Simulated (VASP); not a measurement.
Here is a VASP 6.6.1 calculation.

INCAR

```
SYSTEM = CdTe
PREC = Accurate
ENCUT = 600
EDIFF = 1E-6
ISMEAR = 0
SIGMA = 0.01
LREAL = .FALSE.
LASPH = .TRUE.
NELM = 60
ALGO = Normal
ISIF = 3
LWAVE = .FALSE.
LCHARG = .FALSE.
GGA = CA
IBRION = 2
NSW = 100
EDIFFG = -0.002
PSTRESS = 150.0
```

Contents of KPOINTS:

```
Automatic mesh
0
G
  6 6 6
  0 0 0
```

File POSCAR:

```
CdTe
1.0
    3.2050000000      3.2050000000      0.0000000000
   -3.2050000000      3.2050000000      0.0000000000
    0.0000000000      3.2050000000      3.2050000000
Cd Te
1 1
Direct
    0.0000000000      0.0000000000      0.0000000000
    0.7500000000      0.2500000000      0.5000000000
```

Potentials or basis: VASP PAW LDA potentials, release 64 (Cd, Te).

Launch:

```bash
$ cat potpaw_LDA.64/Cd/POTCAR potpaw_LDA.64/Te/POTCAR > POTCAR
$ mpirun -np 1 vasp_std > vasp.out
```

Problem. What does it give for the relaxed cell?

Solution. a = 4.246 Å, b = 4.246 Å, c = 4.246 Å, α = 60.00°, β = 60.00°, γ = 90.00°.

Problem. Estimate the relaxed volume.

Solution. 27.07 Å³/atom.

Step by step:
| step | energy change (eV) | largest force (eV/Å) | pressure (GPa) | volume (Å³) |
| --- | --- | --- | --- | --- |
| 1 | 0.0000 | 0.0000 | 0.22 | 65.84 |
| 2 | 3.4772 | 0.0000 | 69.90 | 40.94 |
| 3 | 0.3940 | 0.0000 | 13.46 | 54.93 |
| 4 | 0.4425 | 0.0000 | 14.53 | 54.37 |
| 5 | 0.4645 | 0.0000 | 14.99 | 54.13 |

Caveat: the cell is relaxed towards a set pressure, so the run minimises the enthalpy, not the energy; the volume moved by over 15 % at a fixed basis, so the end points are rough. LDA usually gives volumes a few per cent too small.
